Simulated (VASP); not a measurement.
# MoW2 (P4_2/mnm) in VASP: single point with PBE

Aim: the single point of MoW2 with PBE.

Program: VASP 6.6.1. These are calculated values, not measurements. Logs are shortened: lines on timing, memory, paths and dates and some standing lists are left out, and cuts for length are marked.

**1. The cell of the first run**

The structure is tetragonal, space group P4_2/mnm (No. 136). Conventional cell: a = 6.445 Å, b = 6.445 Å, c = 2.907 Å, α = 90.00°, β = 90.00°, γ = 90.00°. Within 3.2 Å of Mo (site symmetry mmm) lie 6 W at 2.44 to 2.57 Å and 2 Mo at 2.91 Å. W (site symmetry m2m) has 3 Mo at 2.44 to 2.57 Å and 2 W at 2.91 Å within 3.2 Å.

**2. Single point, PBE**

The input, INCAR:

```
SYSTEM = MoW2
  ALGO = Fast
  EDIFF = 1E-7
  ENCUT = 520
  GGA = PE
  ISIF = 2
  ISMEAR = 0
  LASPH = .TRUE.
  LCHARG = .TRUE.
  LELF = .TRUE.
  LREAL = .FALSE.
  LVHAR = .TRUE.
  LWAVE = .FALSE.
  NBANDS = 51
  NELM = 100
  PREC = Accurate
  SIGMA = 0.1
```

The input, KPOINTS:

```
k-points
0
G
  6 6 10
  0 0 0
```

The input, POSCAR:

```
MoW2
1.0
    6.4448798848      0.0000000000      0.0000000000
    0.0000000000      6.4448798848      0.0000000000
    0.0000000000      0.0000000000      2.9065161410
Mo W
2 4
Direct
    0.0000000000      0.0000000000      0.0000000000
    0.5000000000      0.5000000000      0.5000000000
    0.2674827688      0.2674827688      0.0000000000
    0.2325172312      0.7674827688      0.5000000000
    0.7325172312      0.7325172312      0.0000000000
    0.7674827688      0.2325172312      0.5000000000
```

Potentials or basis: VASP PAW PBE potentials, release 64 (Mo_sv, W_sv).

Run with:

```sh
> cat potpaw_PBE.64/Mo_sv/POTCAR potpaw_PBE.64/W_sv/POTCAR > POTCAR
> mpirun -np 1 vasp_std > vasp.out
```

OUTCAR:

```text
SYSTEM = MoW2
   EDIFF = 1E-7
   ENCUT = 520
   GGA = PE
   ISIF = 2
   ISMEAR = 0
   LASPH = .TRUE.
   LREAL = .FALSE.
   NELM = 100
   PREC = Accurate

 ion  position               nearest neighbor table
   1  0.000  0.000  0.000-   3 2.44   5 2.44   4 2.57   6 2.57   4 2.57   6 2.57
   2  0.500  0.500  0.500-   4 2.44   6 2.44   5 2.57   3 2.57   3 2.57   5 2.57
   3  0.267  0.267  0.000-   1 2.44   2 2.57   2 2.57
   4  0.233  0.767  0.500-   2 2.44   1 2.57   1 2.57
   5  0.733  0.733  0.000-   1 2.44   2 2.57   2 2.57
   6  0.767  0.233  0.500-   2 2.44   1 2.57   1 2.57

  LATTYP: Found a simple tetragonal cell.
 ALAT       =     6.4448798848
 C/A-ratio  =     0.4509806533

  Lattice vectors:

 A1 = (   6.4448798848,   0.0000000000,   0.0000000000)
 A2 = (   0.0000000000,   6.4448798848,   0.0000000000)
 A3 = (   0.0000000000,   0.0000000000,   2.9065161410)

Analysis of symmetry for initial positions (statically):
=====================================================================
 Subroutine PRICEL returns:
 Original cell was already a primitive cell.

 Routine SETGRP: Setting up the symmetry group for a
 simple tetragonal supercell.

 Subroutine GETGRP returns: Found 16 space group operations
 (whereof  8 operations were pure point group operations)
 out of a pool of 16 trial point group operations.

The static configuration has the point symmetry D_2h.
 The point group associated with its full space group is D_4h.

Analysis of symmetry for dynamics (positions and initial velocities):
=====================================================================
 Subroutine PRICEL returns:
 Original cell was already a primitive cell.

 Routine SETGRP: Setting up the symmetry group for a
 simple tetragonal supercell.

 Subroutine GETGRP returns: Found 16 space group operations
 (whereof  8 operations were pure point group operations)
 out of a pool of 16 trial point group operations.

The dynamic configuration has the point symmetry D_2h.
 The point group associated with its full space group is D_4h.

 Subroutine INISYM returns: Found 16 space group operations
 (whereof  8 operations are pure point group operations),
 and found     1 'primitive' translations

----------------------------------------------------------------------------------------

                                     Primitive cell

  volume of cell :     120.7264

  direct lattice vectors                    reciprocal lattice vectors
     6.444879885  0.000000000  0.000000000     0.155161930  0.000000000  0.000000000
     0.000000000  6.444879885  0.000000000     0.000000000  0.155161930  0.000000000
     0.000000000  0.000000000  2.906516141     0.000000000  0.000000000  0.344054515

  length of vectors
     6.444879885  6.444879885  2.906516141     0.155161930  0.155161930  0.344054515

  position of ions in fractional coordinates (direct lattice)
     0.000000000  0.000000000  0.000000000
     0.500000000  0.500000000  0.500000000
     0.267482769  0.267482769  0.000000000
     0.232517231  0.767482769  0.500000000
     0.732517231  0.732517231  0.000000000
     0.767482769  0.232517231  0.500000000

  ion indices of the primitive-cell ions
   primitive index   ion index
                 1           1
                 2           2
                 3           3
                 4           4
                 5           5
                 6           6

----------------------------------------------------------------------------------------

 KPOINTS: k-points

Automatic generation of k-mesh.
 Grid dimensions read from file:
 generate k-points for:    6    6   10

 Generating k-lattice:

  Cartesian coordinates                     Fractional coordinates (reciprocal lattice)
     0.025860322  0.000000000  0.000000000     0.166666667  0.000000000  0.000000000
     0.000000000  0.025860322  0.000000000     0.000000000  0.166666667  0.000000000
     0.000000000  0.000000000  0.034405451     0.000000000  0.000000000  0.100000000

  Length of vectors
     0.025860322  0.025860322  0.034405451

  Shift w.r.t. Gamma in fractional coordinates (k-lattice)
     0.000000000  0.000000000  0.000000000

 Subroutine IBZKPT returns following result:
 ===========================================

 Found     60 irreducible k-points:

 Following reciprocal coordinates:
            Coordinates               Weight
  0.000000  0.000000  0.000000      1.000000
  0.166667  0.000000  0.000000      4.000000
  0.333333  0.000000  0.000000      4.000000
  0.500000  0.000000  0.000000      2.000000
  0.166667  0.166667  0.000000      4.000000
  0.333333  0.166667  0.000000      8.000000
[... 16 lines left out ...]
  0.333333  0.000000  0.200000      8.000000
  0.500000  0.000000  0.200000      4.000000
 [... further k-points ...]
   k-points           NKPTS =     60   k-points in BZ     NKDIM =     60   number of bands    NBANDS=     51
   number of dos      NEDOS =    301   number of ions     NIONS =      6
   total plane-waves  NPLWV =  55296
   dimension x,y,z NGX =    48 NGY =   48 NGZ =   24
   dimension x,y,z NGXF=    96 NGYF=   96 NGZF=   48
   ions per type =               2   4
   NGX,Y,Z   is equivalent  to a cutoff of  12.38, 12.38, 13.73 a.u.
   NGXF,Y,Z  is equivalent  to a cutoff of  24.76, 24.76, 27.45 a.u.
 SYSTEM =  MoW2
   PREC   = accura    normal or accurate (medium, high low for compatibility)
   ISTART =      0    job   : 0-new  1-cont  2-samecut
   ICHARG =      2    charge: 1-file 2-atom 10-const
   ISPIN  =      1    spin polarized calculation?
   LNONCOLLINEAR =      F non collinear calculations
   LSORBIT =      F    spin-orbit coupling
   LASPH  =      T    aspherical Exc in radial PAW
   ENCUT  =  520.0 eV  38.22 Ry    6.18 a.u.  11.98 11.98  5.40*2*pi/ulx,y,z
   NELM   =    100;   NELMIN=  2; NELMDL= -5     # of ELM steps
   EDIFF  = 0.1E-06   stopping-criterion for ELM
   LREAL  =      F    real-space projection
   EDIFFG = 0.1E-05   stopping-criterion for IOM
   NSW    =      0    number of steps for IOM
   IBRION =     -1    ionic relax: 0-MD 1-quasi-New 2-CG
   NFREE  =      0    steps in history (QN), initial steepest desc. (CG)
   ISIF   =      2    stress and relaxation
   ISYM   =      2    0-nonsym 1-usesym 2-fastsym
   POTIM  = 0.5000    time-step for ionic-motion
   TEBEG  =    0.0;   TEEND  =   0.0 temperature during run
   PSTRESS=    0.0 pullay stress
   NELECT =      84.0000    total number of electrons
   NUPDOWN=      -1.0000    fix difference up-down
   EMIN   =  10.00;   EMAX   =-10.00  energy-range for DOS
   EFERMI =   0.00;   METHOD = LEGACY
   ISMEAR =     0;   SIGMA  =   0.10  broadening in eV -4-tet -1-fermi 0-gaus
   EFERMI_NEDOS =   21; number of points for ismear=-14 and -15
   IALGO  =     68    algorithm
   IMIX   =      4    mixing-type and parameters
     AMIX     =   0.40;   BMIX     =  1.00
     AMIX_MAG =   1.60;   BMIX_MAG =  1.00
  volume/ion in A,a.u.               =      20.12       135.78
  Fermi-wavevector in a.u.,A,eV,Ry     =   1.450665  2.741359 28.632493  2.104429
  Thomas-Fermi vector in A             =   2.568251
   LORBIT       =      0    0 simple, 1 ext, 2 COOP (PROOUT), +10 PAW based schemes
   GGA     = PE    functional components
   LHFCALC =     F    Hartree Fock is set to
   AEXX    =    0.0000 exact exchange contribution
   IVDW    =     0    specifies the selected vdW correction
   LEPSILON=     F    determine dielectric tensor
   LRPA    =     F    only Hartree local field effects (RPA)
 non-spin polarized calculation
 RMM-DIIS sequential band-by-band and
 Gauss-broadening in eV      SIGMA  =   0.10
  energy-cutoff  :      520.00
  volume of cell :      120.73
 maximum number of plane-waves:      3296
 NGX is ok and might be reduce to    48
   NGX = 23   NGY = 23   NGZ = 11

 number of electron      84.0000004 magnetization

 Free energy of the ion-electron system (eV)
  ---------------------------------------------------
  ext. energy  EPLUGINS =         0.00000000
  ---------------------------------------------------
  free energy    TOTEN  =       -63.12224054 eV

  energy without entropy =      -63.08513311  energy(sigma->0) =      -63.10368683

 E-fermi :   8.3458     XC(G=0): -11.9370

 val. band max:        8.3445627793   @ k =   0.0000   0.0000   0.1000
 cond. band min:       8.3509882996   @ k =   0.1667   0.0000   0.1000
 fundamental gap:      0.0064255203
 Fermi energy:         8.3457832707

 k-point     1 :       0.0000    0.0000    0.0000
  band No.  band energies     occupation
      1     -65.9143      2.00000
      2     -65.9096      2.00000
      3     -65.9096      2.00000
      4     -65.9058      2.00000
      5     -52.2273      2.00000
      6     -52.2157      2.00000
[... 43 lines left out ...]
     50      10.1047      0.00000
     51      10.2829      0.00000

 k-point     2 :       0.1667    0.0000    0.0000
  band No.  band energies     occupation
      1     -65.9140      2.00000
      2     -65.9099      2.00000
      3     -65.9094      2.00000
      4     -65.9061      2.00000
      5     -52.2266      2.00000
      6     -52.2164      2.00000
[... 43 lines left out ...]
     50      10.4546      0.00000
     51      10.5045      0.00000

 k-point     3 :       0.3333    0.0000    0.0000
  band No.  band energies     occupation
      1     -65.9132      2.00000
      2     -65.9108      2.00000
      3     -65.9087      2.00000
      4     -65.9068      2.00000
      5     -52.2244      2.00000
      6     -52.2186      2.00000
[... 43 lines left out ...]
     50      10.4606      0.00000
     51      11.0913      0.00000
[... 1027 lines left out ...]
 k-point    23 :       0.3333    0.0000    0.2000
  band No.  band energies     occupation
      1     -65.9031      2.00000
      2     -65.9011      2.00000
      3     -65.8994      2.00000
      4     -65.8979      2.00000
      5     -52.2044      2.00000
      6     -52.1997      2.00000
[... 43 lines left out ...]
     50      10.3653      0.00000
     51      10.5710      0.00000

 k-point    24 :       0.5000    0.0000    0.2000
  band No.  band energies     occupation
      1     -65.9021      2.00000
      2     -65.9021      2.00000
      3     -65.8987      2.00000
      4     -65.8987      2.00000
      5     -52.2021      2.00000
      6     -52.2021      2.00000
[... 43 lines left out ...]
     50      10.1819      0.00000
     51      10.6704      0.00000

 [... further k-points ...]
[... 5 lines left out ...]
  --------------------------------------------------------------------------------------
  -------------------------------------------------------------------------------------
  Total        0.5211637      0.5211637      0.3182907     -0.0000000      0.0000000      0.0000000
  in kB        6.9164359      6.9164359      4.2240800     -0.0000000      0.0000000      0.0000000
  external PRESSURE =       6.0189839 kB  Pullay stress =       0.0000000 kB

 VOLUME and BASIS-vectors are now :
 -----------------------------------------------------------------------------
  energy-cutoff  :      520.00
  volume of cell :      120.73
      direct lattice vectors                 reciprocal lattice vectors
     6.444879885  0.000000000  0.000000000     0.155161930  0.000000000  0.000000000
     0.000000000  6.444879885  0.000000000     0.000000000  0.155161930  0.000000000
     0.000000000  0.000000000  2.906516141     0.000000000  0.000000000  0.344054515

 POSITION                                       TOTAL-FORCE (eV/Angst)
 -----------------------------------------------------------------------------------
      0.00000      0.00000      0.00000        -0.000000      0.000000      0.000000
      3.22244      3.22244      1.45326        -0.000000      0.000000      0.000000
      1.72389      1.72389      0.00000         0.015512      0.015512      0.000000
      1.49855      4.94633      1.45326        -0.015512      0.015512      0.000000
      4.72099      4.72099      0.00000        -0.015512     -0.015512      0.000000
      4.94633      1.49855      1.45326         0.015512     -0.015512      0.000000
 -----------------------------------------------------------------------------------
    total drift:                               -0.000000     -0.000000     -0.000000

  FREE ENERGIE OF THE ION-ELECTRON SYSTEM (eV)
  ---------------------------------------------------
  free  energy   TOTEN  =       -63.1222405416 eV

  energy  without entropy=      -63.0851331120  energy(sigma->0) =      -63.10368683
```

Wall time 3.1 min (1 thread of Intel Xeon 6975P-C (Granite Rapids), shared host); peak memory 0.42 GiB.

Results:

- Free energy: -63.1222 eV
- Pressure: 0.6 GPa
- Largest force: 0.022 eV/Å
- Band gap on the k mesh: zero (bands 42 and 43 overlap by 1.16 eV)

Forces in eV/Å, atoms in the order of the input:
```
Mo   0.000  0.000  0.000
Mo   0.000  0.000  0.000
W    0.016  0.016  0.000
W   -0.016  0.016  0.000
W   -0.016 -0.016  0.000
W    0.016 -0.016  0.000
```

Stress tensor (GPa, compression positive):
```
0.69 0.00 0.00
0.00 0.69 0.00
0.00 0.00 0.42
```

Levels at points of the mesh, in eV from the Fermi level:
```csv
k point,band 39,band 40,band 41,band 42,band 43,band 44,band 45,band 46
"(0.00, 0.00, 0.00)",-1.61,-0.10,-0.10,0.75,0.75,0.76,1.09,1.15
"(0.50, 0.00, 0.00)",-1.20,-1.20,-0.58,-0.58,0.49,0.49,0.76,0.76
"(0.50, 0.50, 0.00)",-1.53,-1.53,-0.20,-0.20,-0.06,-0.06,0.42,0.42
"(0.00, 0.00, 0.50)",-0.95,-0.95,-0.89,-0.89,0.75,0.75,1.29,1.29
"(0.50, 0.00, 0.50)",-0.81,-0.81,0.02,0.02,0.03,0.03,1.33,1.33
"(0.50, 0.50, 0.50)",0.05,0.05,0.84,0.84,1.04,1.04,1.20,1.20
```

Caveat: spin-orbit coupling is left out, which moves the levels of the heavy elements.
